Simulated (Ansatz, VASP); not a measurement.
**Two plane-wave programs on GaSb**

Contents of POSCAR:

```
GaSb
1.0
    0.0000000000      2.9978200000      3.0590000000
    3.0590000000      0.0000000000      3.0590000000
    3.0590000000      2.9978200000      0.0000000000
Ga Sb
1 1
Direct
    0.0000000000      0.0000000000      0.0000000000
    0.7500000000      0.7500000000      0.7500000000
```

The input INCAR.step1:

```
ALGO = Normal ; EDIFF = 1E-4
ENCUT = 520 ; GGA = PE
ISMEAR = 0 ; LASPH = True
LCHARG = False ; LREAL = False
LWAVE = True ; NBANDS = 16
NELM = 80 ; PREC = Accurate
SIGMA = 0.05
```

The input INCAR.step2:

```
ALGO = Normal ; EDIFF = 1E-6
ENCUT = 520 ; ISIF = 2
ISMEAR = 0 ; ISTART = 1
LASPH = True ; LCHARG = False
LMIXTAU = True ; LREAL = False
LWAVE = False ; METAGGA = R2SCAN
NBANDS = 16 ; NELM = 80
PREC = Accurate ; SIGMA = 0.05
```

The input KPOINTS:

```
k-points
0
Gamma
  6 6 6
```

Input for Ansatz:

```yaml
crystal:
  lattice:
    - [0.0, 2.99782, 3.059]
    - [3.059, 0.0, 3.059]
    - [3.059, 2.99782, 0.0]
  atoms:
    - { symbol: Ga, position: [0.0, 0.0, 0.0] }
    - { symbol: Sb, position: [0.75, 0.75, 0.75] }
basis:
  ecutwfc: 500
kpoints:
  mp_grid: { grid: [6, 6, 6] }
hamiltonian:
  xc: r2scan
scf:
  occupations: { method: gaussian, width: 0.05 }
output:
  forces: true
  stress: true
  eigenvalues: true
```

Change from the starting cell: strain -0.0200 x Voigt [0, 1, 0, 0, 0, 0], atoms carried along.

Alike in both runs: task single point; functional r2SCAN; k mesh 6 × 6 × 6; occupations gaussian, width 0.05 eV; no spin polarisation.

|  | VASP | Ansatz |
| --- | --- | --- |
| version | VASP 6.6.1 | Ansatz 0.2.0 |
| potentials or method | VASP PAW PBE potentials, release 64 (Ga_d, Sb), cutoff 520 eV | scalar-relativistic, plane waves, PAW |
| valence electrons in the cell | 18 | 28 |

```tsv
	VASP	Ansatz	Ansatz less VASP
gap on the k mesh at the Fermi level (eV)	0.52	0.54	+0.016
least direct gap on the mesh (eV)	0.52	0.54	+0.016
pressure (GPa)	1.6	1.5	-0.10
traceless stress, the component that is largest in VASP (GPa)	0.65	0.66	+0.013
```

VASP's potentials were made for PBE, not for r2SCAN. VASP's potentials hold 18 valence electrons a cell and Ansatz's 28, so a difference there can come from the potentials and not from the codes.

Neither program's run includes spin-orbit coupling.
